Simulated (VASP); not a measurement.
# Zn2AsP3 (P-6m2) in VASP: settings compared

Zn2AsP3 is run at these levels: PBEsol, r2SCAN+rVV10; tasks: single point, relaxation of cell and atoms.

All numbers are computed with VASP 6.6.1; they aren't measurements. Logs are shortened: lines on timing, memory, paths and dates and some standing lists are left out, and cuts for length are marked.

### Step 1. The cell of the first run

The structure is hexagonal, space group P-6m2 (No. 187). The conventional cell has a = 4.157 Å, b = 4.157 Å, c = 6.425 Å, α = 90.00°, β = 90.00°, γ = 120.00°. Zn (site symmetry 3m) has 9 P at 2.85 to 2.93 Å and 3 As at 2.93 Å and 2 Zn at 3.07 to 3.36 Å within 3.8 Å. Within 3.3 Å of As (site symmetry -6m2) lie 5 P at 2.40 to 3.21 Å and 6 Zn at 2.93 Å. P (site symmetry -6m2) has 3 P at 2.40 Å and 6 Zn at 2.85 Å and 2 As at 3.21 Å within 3.3 Å. P (site symmetry -6m2) has 3 As at 2.40 Å and 6 Zn at 2.93 Å and 2 P at 3.21 Å within 3.3 Å. Within 3.3 Å of P (site symmetry -6m2) lie 5 P at 2.40 to 3.21 Å and 6 Zn at 2.85 Å.

### Step 2. Single point, PBEsol

File INCAR:

```
SYSTEM = Zn2AsP3
ALGO = Normal
EDIFF = 1E-6
ENCUT = 520
GGA = PS
ISIF = 2
ISMEAR = -1
LASPH = .TRUE.
LCHARG = .TRUE.
LELF = .TRUE.
LREAL = .FALSE.
LVHAR = .TRUE.
LWAVE = .FALSE.
NBANDS = 31
NELM = 100
PREC = Accurate
SIGMA = 0.03
```

File KPOINTS:

```
k-points
0
G
  6 6 4
  0 0 0
```

File POSCAR:

```
Zn2AsP3
1.0
    4.1567808625      0.0000000027      0.0000000000
   -2.0783904336      3.5998778235      0.0000000000
    0.0000000000      0.0000000000      6.4245039742
Zn As P
2 1 3
Direct
    0.6666666667      0.3333333333      0.2612757892
    0.6666666667      0.3333333333      0.7387242108
    0.0000000000      0.0000000000      0.0000000000
    0.0000000000      0.0000000000      0.5000000000
    0.3333333333      0.6666666667      0.0000000000
    0.3333333333      0.6666666667      0.5000000000
```

Potentials or basis: VASP PAW PBE potentials, release 64 (Zn, As, P).

Command:

```console
$ cat potpaw_PBE.64/Zn/POTCAR potpaw_PBE.64/As/POTCAR potpaw_PBE.64/P/POTCAR > POTCAR
$ mpirun -np 1 vasp_std > vasp.out
```

OUTCAR:

```text
SYSTEM = Zn2AsP3
   EDIFF = 1E-6
   ENCUT = 520
   GGA = PS
   ISIF = 2
   ISMEAR = -1
   LASPH = .TRUE.
   LREAL = .FALSE.
   NELM = 100
   PREC = Accurate

 ion  position               nearest neighbor table
   1  0.667  0.333  0.261-   6 2.85   6 2.85   4 2.85   4 2.85   4 2.85   6 2.85   5 2.93   5 2.93
                             3 2.93   3 2.93   3 2.93   5 2.93
   2  0.667  0.333  0.739-   6 2.85   6 2.85   4 2.85   4 2.85   4 2.85   6 2.85   5 2.93   5 2.93
                             3 2.93   3 2.93   3 2.93   5 2.93
   3  0.000  0.000  0.000-   5 2.40   5 2.40   5 2.40   1 2.93   2 2.93   2 2.93   1 2.93   2 2.93
                             1 2.93
   4  0.000  0.000  0.500-   6 2.40   6 2.40   6 2.40   1 2.85   2 2.85   2 2.85   1 2.85   2 2.85
                             1 2.85
   5  0.333  0.667  0.000-   3 2.40   3 2.40   3 2.40   1 2.93   2 2.93   1 2.93   2 2.93   1 2.93
                             2 2.93
   6  0.333  0.667  0.500-   4 2.40   4 2.40   4 2.40   1 2.85   2 2.85   1 2.85   2 2.85   1 2.85
                             2 2.85

  LATTYP: Found a hexagonal cell.
 ALAT       =     4.1567808625
 C/A-ratio  =     1.5455479100

  Lattice vectors:

 A1 = (   4.1567808625,   0.0000000027,   0.0000000000)
 A2 = (  -2.0783904336,   3.5998778235,   0.0000000000)
 A3 = (   0.0000000000,   0.0000000000,   6.4245039742)

Analysis of symmetry for initial positions (statically):
=====================================================================
 Subroutine PRICEL returns:
 Original cell was already a primitive cell.

 Routine SETGRP: Setting up the symmetry group for a
 hexagonal supercell.

 Subroutine GETGRP returns: Found 12 space group operations
 (whereof 12 operations were pure point group operations)
 out of a pool of 24 trial point group operations.

The static configuration has the point symmetry D_3h.

Analysis of symmetry for dynamics (positions and initial velocities):
=====================================================================
 Subroutine PRICEL returns:
 Original cell was already a primitive cell.

 Routine SETGRP: Setting up the symmetry group for a
 hexagonal supercell.

 Subroutine GETGRP returns: Found 12 space group operations
 (whereof 12 operations were pure point group operations)
 out of a pool of 24 trial point group operations.

The dynamic configuration has the point symmetry D_3h.

 Subroutine INISYM returns: Found 12 space group operations
 (whereof 12 operations are pure point group operations),
 and found     1 'primitive' translations

----------------------------------------------------------------------------------------

                                     Primitive cell

  volume of cell :      96.1357

  direct lattice vectors                    reciprocal lattice vectors
     4.156780862  0.000000003  0.000000000     0.240570776  0.138893603  0.000000000
    -2.078390434  3.599877823  0.000000000    -0.000000000  0.277787205  0.000000000
     0.000000000  0.000000000  6.424503974     0.000000000  0.000000000  0.155654040

  length of vectors
     4.156780862  4.156780862  6.424503974     0.277787205  0.277787205  0.155654040

  position of ions in fractional coordinates (direct lattice)
     0.666666667  0.333333333  0.261275789
     0.666666667  0.333333333  0.738724211
     0.000000000  0.000000000  0.000000000
     0.000000000  0.000000000  0.500000000
     0.333333333  0.666666667  0.000000000
     0.333333333  0.666666667  0.500000000

  ion indices of the primitive-cell ions
   primitive index   ion index
                 1           1
                 2           2
                 3           3
                 4           4
                 5           5
                 6           6

----------------------------------------------------------------------------------------

 KPOINTS: k-points

Automatic generation of k-mesh.
 Grid dimensions read from file:
 generate k-points for:    6    6    4

 Generating k-lattice:

  Cartesian coordinates                     Fractional coordinates (reciprocal lattice)
     0.040095129  0.023148934  0.000000000     0.166666667 -0.000000000  0.000000000
    -0.000000000  0.046297868  0.000000000     0.000000000  0.166666667  0.000000000
     0.000000000  0.000000000  0.038913510     0.000000000  0.000000000  0.250000000

  Length of vectors
     0.046297868  0.046297868  0.038913510

  Shift w.r.t. Gamma in fractional coordinates (k-lattice)
     0.000000000  0.000000000  0.000000000

 Subroutine IBZKPT returns following result:
 ===========================================

 Found     21 irreducible k-points:

 Following reciprocal coordinates:
            Coordinates               Weight
  0.000000  0.000000  0.000000      1.000000
  0.166667  0.000000  0.000000      6.000000
  0.333333  0.000000  0.000000      6.000000
  0.500000  0.000000  0.000000      3.000000
  0.166667  0.166667  0.000000      6.000000
  0.333333  0.166667  0.000000     12.000000
[... 13 lines left out ...]
  0.333333  0.166667  0.500000     12.000000
  0.333333  0.333333  0.500000      2.000000
   k-points           NKPTS =     21   k-points in BZ     NKDIM =     21   number of bands    NBANDS=     31
   number of dos      NEDOS =    301   number of ions     NIONS =      6
   total plane-waves  NPLWV =  49152
   dimension x,y,z NGX =    32 NGY =   32 NGZ =   48
   dimension x,y,z NGXF=    64 NGYF=   64 NGZF=   96
   ions per type =               2   1   3
   NGX,Y,Z   is equivalent  to a cutoff of  12.80, 12.80, 12.42 a.u.
   NGXF,Y,Z  is equivalent  to a cutoff of  25.60, 25.60, 24.84 a.u.
 SYSTEM =  Zn2AsP3
   PREC   = accura    normal or accurate (medium, high low for compatibility)
   ISTART =      0    job   : 0-new  1-cont  2-samecut
   ICHARG =      2    charge: 1-file 2-atom 10-const
   ISPIN  =      1    spin polarized calculation?
   LNONCOLLINEAR =      F non collinear calculations
   LSORBIT =      F    spin-orbit coupling
   LASPH  =      T    aspherical Exc in radial PAW
   ENCUT  =  520.0 eV  38.22 Ry    6.18 a.u.   7.73  7.73 11.95*2*pi/ulx,y,z
   NELM   =    100;   NELMIN=  2; NELMDL= -5     # of ELM steps
   EDIFF  = 0.1E-05   stopping-criterion for ELM
   LREAL  =      F    real-space projection
   EDIFFG = 0.1E-04   stopping-criterion for IOM
   NSW    =      0    number of steps for IOM
   IBRION =     -1    ionic relax: 0-MD 1-quasi-New 2-CG
   NFREE  =      0    steps in history (QN), initial steepest desc. (CG)
   ISIF   =      2    stress and relaxation
   ISYM   =      2    0-nonsym 1-usesym 2-fastsym
   POTIM  = 0.5000    time-step for ionic-motion
   TEBEG  =    0.0;   TEEND  =   0.0 temperature during run
   PSTRESS=    0.0 pullay stress
   NELECT =      44.0000    total number of electrons
   NUPDOWN=      -1.0000    fix difference up-down
   EMIN   =  10.00;   EMAX   =-10.00  energy-range for DOS
   EFERMI =   0.00;   METHOD = LEGACY
   ISMEAR =    -1;   SIGMA  =   0.03  broadening in eV -4-tet -1-fermi 0-gaus
   EFERMI_NEDOS =   21; number of points for ismear=-14 and -15
   IALGO  =     38    algorithm
   IMIX   =      4    mixing-type and parameters
     AMIX     =   0.40;   BMIX     =  1.00
     AMIX_MAG =   1.60;   BMIX_MAG =  1.00
  volume/ion in A,a.u.               =      16.02       108.13
  Fermi-wavevector in a.u.,A,eV,Ry     =   1.261627  2.384129 21.656422  1.591702
  Thomas-Fermi vector in A             =   2.395076
   LORBIT       =      0    0 simple, 1 ext, 2 COOP (PROOUT), +10 PAW based schemes
   GGA     = PS    functional components
   LHFCALC =     F    Hartree Fock is set to
   AEXX    =    0.0000 exact exchange contribution
   IVDW    =     0    specifies the selected vdW correction
   LEPSILON=     F    determine dielectric tensor
   LRPA    =     F    only Hartree local field effects (RPA)
 non-spin polarized calculation
  energy-cutoff  :      520.00
  volume of cell :       96.14
 maximum number of plane-waves:      2604
 NGX is ok and might be reduce to    32
   NGX = 15   NGY = 15   NGZ = 23

 number of electron      44.0000022 magnetization

 Free energy of the ion-electron system (eV)
  ---------------------------------------------------
  ext. energy  EPLUGINS =         0.00000000
  ---------------------------------------------------
  free energy    TOTEN  =       -22.88930327 eV

  energy without entropy =      -22.88460080  energy(sigma->0) =      -22.88695203

 E-fermi :   6.4416     XC(G=0): -11.2444

 val. band max:        6.3927834214   @ k =   0.1667   0.1667   0.0000
 cond. band min:       6.4806570123   @ k =   0.0000   0.0000   0.0000
 fundamental gap:      0.0878735909
 Fermi energy:         6.4415839963

 k-point     1 :       0.0000    0.0000    0.0000
  band No.  band energies     occupation
      1      -8.6472      2.00000
      2      -7.1509      2.00000
      3      -1.7679      2.00000
      4      -0.9815      2.00000
      5      -0.9815      2.00000
      6      -0.8771      2.00000
[... 23 lines left out ...]
     30      10.8656      0.00000
     31      10.8656      0.00000

 k-point     2 :       0.1667    0.0000    0.0000
  band No.  band energies     occupation
      1      -8.3674      2.00000
      2      -6.9018      2.00000
      3      -2.0302      2.00000
      4      -1.4992      2.00000
      5      -1.0550      2.00000
      6      -0.9655      2.00000
[... 23 lines left out ...]
     30      11.1051      0.00000
     31      11.5980      0.00000

 k-point     3 :       0.3333    0.0000    0.0000
  band No.  band energies     occupation
      1      -7.5681      2.00000
      2      -6.2046      2.00000
      3      -3.9618      2.00000
      4      -2.6318      2.00000
      5      -1.1030      2.00000
      6      -0.9445      2.00000
[... 23 lines left out ...]
     30      12.9283      0.00000
     31      13.6401      0.00000

 k-point     4 :       0.5000    0.0000    0.0000
  band No.  band energies     occupation
      1      -6.7481      2.00000
      2      -5.5762      2.00000
      3      -5.1980      2.00000
      4      -3.7159      2.00000
      5      -1.1745      2.00000
      6      -0.9589      2.00000
[... 23 lines left out ...]
     30      11.7075      0.00000
     31      11.9642      0.00000

 k-point     5 :       0.1667    0.1667    0.0000
  band No.  band energies     occupation
      1      -7.8234      2.00000
      2      -6.4212      2.00000
      3      -3.3481      2.00000
      4      -2.1741      2.00000
      5      -1.0550      2.00000
      6      -1.0370      2.00000
[... 23 lines left out ...]
     30      12.1355      0.00000
     31      12.5943      0.00000
[... 440 lines left out ...]
     30      11.4715      0.00000
     31      11.5304      0.00000

 k-point    19 :       0.1667    0.1667    0.5000
  band No.  band energies     occupation
      1      -7.4068      2.00000
      2      -7.0578      2.00000
      3      -2.9072      2.00000
      4      -2.7774      2.00000
      5      -1.0563      2.00000
      6      -0.9308      2.00000
[... 23 lines left out ...]
     30      11.9319      0.00000
     31      12.8560      0.00000

 k-point    20 :       0.3333    0.1667    0.5000
  band No.  band energies     occupation
      1      -6.4892      2.00000
      2      -6.1296      2.00000
      3      -4.4410      2.00000
      4      -4.2522      2.00000
      5      -1.2047      2.00000
      6      -1.0570      2.00000
[... 23 lines left out ...]
     30      12.0907      0.00000
     31      12.8268      0.00000

 k-point    21 :       0.3333    0.3333    0.5000
  band No.  band energies     occupation
      1      -5.7660      2.00000
      2      -5.2036      2.00000
      3      -5.1915      2.00000
      4      -5.1703      2.00000
      5      -1.5434      2.00000
      6      -1.3776      2.00000
[... 23 lines left out ...]
     30      14.2224      0.00000
     31      14.2381      0.00000

------------------------ aborting loop because EDIFF is reached ----------------------------------------

  FORCE on cell =-STRESS in cart. coord.  units (eV):
  Direction    XX          YY          ZZ          XY          YZ          ZX
  --------------------------------------------------------------------------------------
  -------------------------------------------------------------------------------------
  Total        0.2200407      0.2200407      0.0904469     -0.0000000      0.0000000      0.0000000
  in kB        3.6671536      3.6671536      1.5073694     -0.0000000      0.0000000      0.0000000
  external PRESSURE =       2.9472255 kB  Pullay stress =       0.0000000 kB

 VOLUME and BASIS-vectors are now :
 -----------------------------------------------------------------------------
  energy-cutoff  :      520.00
  volume of cell :       96.14
      direct lattice vectors                 reciprocal lattice vectors
     4.156780862  0.000000003  0.000000000     0.240570776  0.138893603  0.000000000
    -2.078390434  3.599877823  0.000000000    -0.000000000  0.277787205  0.000000000
     0.000000000  0.000000000  6.424503974     0.000000000  0.000000000  0.155654040

 POSITION                                       TOTAL-FORCE (eV/Angst)
 -----------------------------------------------------------------------------------
      2.07839      1.19996      1.67857        -0.000000      0.000000      0.000787
      2.07839      1.19996      4.74594        -0.000000     -0.000000     -0.000787
      0.00000      0.00000      0.00000         0.000000      0.000000      0.000000
      0.00000      0.00000      3.21225         0.000000      0.000000      0.000000
     -0.00000      2.39992      0.00000         0.000000      0.000000      0.000000
     -0.00000      2.39992      3.21225         0.000000      0.000000      0.000000
 -----------------------------------------------------------------------------------
    total drift:                               -0.000006      0.000003      0.000000

  FREE ENERGIE OF THE ION-ELECTRON SYSTEM (eV)
  ---------------------------------------------------
  free  energy   TOTEN  =       -22.8893032712 eV

  energy  without entropy=      -22.8846007987  energy(sigma->0) =      -22.88695203
```

Wall time 21 s (1 thread of Intel Xeon 6975P-C (Granite Rapids), shared host); peak memory 0.24 GiB.

Results:

```
Free energy            : -22.8893 eV
Pressure               : 0.3 GPa
Band gap on the k mesh : zero (bands 22 and 23 overlap by 1.33 eV)
```

Caveat: the PAW data sets were made with another functional, which shifts forces and pressure a little.

### Step 3. Single point, r2SCAN+rVV10

This run uses another cell than the first one, of 16.81 Å³/atom.

File POSCAR:

```
Zn2AsP3
1.0
    4.1419070836      0.0000000027      0.0000000000
   -2.0709535441      3.5869967532      0.0000000000
    0.0000000000      0.0000000000      6.7899568841
Zn As P
2 1 3
Direct
    0.6666666667      0.3333333333      0.2615130513
    0.6666666667      0.3333333333      0.7384869487
    0.0000000000      0.0000000000      0.0000000000
    0.0000000000      0.0000000000      0.5000000000
    0.3333333333      0.6666666667      0.0000000000
    0.3333333333      0.6666666667      0.5000000000
```

File INCAR.step1:

```
  PREC = Accurate
  ENCUT = 520
  ISMEAR = -1
  SIGMA = 0.03
  LREAL = False
  LASPH = True
  NELM = 60
  NBANDS = 31
  GGA = PE
  ALGO = Normal
  EDIFF = 1E-4
  LWAVE = True
  LCHARG = False
```

File INCAR.step2:

```
  PREC = Accurate
  ENCUT = 520
  EDIFF = 1E-6
  ISMEAR = -1
  SIGMA = 0.03
  LREAL = False
  LASPH = True
  NELM = 60
  ALGO = Normal
  ISIF = 2
  LWAVE = False
  LCHARG = True
  METAGGA = R2SCAN
  LMIXTAU = True
  LUSE_VDW = True
  IVDW_NL = 2
  BPARAM = 11.95
  CPARAM = 0.0093
  LELF = True
  LVHAR = True
  NBANDS = 31
  ISTART = 1
```

File KPOINTS:

```
regular mesh
0
Gamma
  6 6 4
```

Potentials or basis: VASP PAW PBE potentials, release 64 (Zn, As, P).

Command:

```console
$ cat potpaw_PBE.64/Zn/POTCAR potpaw_PBE.64/As/POTCAR potpaw_PBE.64/P/POTCAR > POTCAR
$ cp INCAR.step1 INCAR
$ mpirun -np 1 vasp_std > vasp.out
$ cp INCAR.step2 INCAR
$ mpirun -np 1 vasp_std > vasp.out
```

Wall time 2.4 min (1 thread of Intel Xeon 6975P-C (Granite Rapids), shared host); peak memory 0.45 GiB.

Results (log left out):

```
Free energy            : -54.9639 eV
Pressure               : 0.2 GPa
Largest force          : 0.009 eV/Å
Band gap on the k mesh : zero (bands 22 and 23 overlap by 1.38 eV)
```

Forces on the atoms (eV/Å):
```
Zn   0.000  0.000 -0.009
Zn   0.000  0.000  0.009
As   0.000  0.000  0.000
P    0.000  0.000  0.000
P    0.000  0.000  0.000
P    0.000  0.000  0.000
```

Stress tensor (GPa, compression positive):
```
0.17 0.00 0.00
0.00 0.17 0.00
0.00 0.00 0.28
```

Levels at points of the mesh, in eV from the Fermi level:
| k point | band 18 | band 19 | band 20 | band 21 | band 22 | band 23 | band 24 | band 25 | band 26 | band 27 |
| --- | --- | --- | --- | --- | --- | --- | --- | --- | --- | --- |
| (0.00, 0.00, 0.00) | -4.26 | -4.26 | -2.43 | -1.29 | -1.29 | -0.50 | 0.54 | 0.88 | 0.88 | 3.64 |
| (0.50, 0.00, 0.00) | -4.61 | -4.17 | -2.91 | -0.36 | 0.69 | 0.92 | 2.16 | 2.90 | 3.94 | 4.78 |
| (0.00, 0.00, 0.50) | -4.42 | -4.36 | -4.36 | -0.66 | -0.66 | -0.21 | -0.21 | 1.51 | 1.75 | 2.04 |
| (0.50, 0.00, 0.50) | -4.12 | -3.48 | -3.31 | -1.97 | -1.97 | 2.69 | 2.72 | 3.89 | 4.20 | 4.48 |

Caveat: the PAW data sets were made with another functional, which shifts forces and pressure a little.

[end of part 1 of 2]

The gap in the log of VASP goes by the Fermi energy; the results here count the filled bands.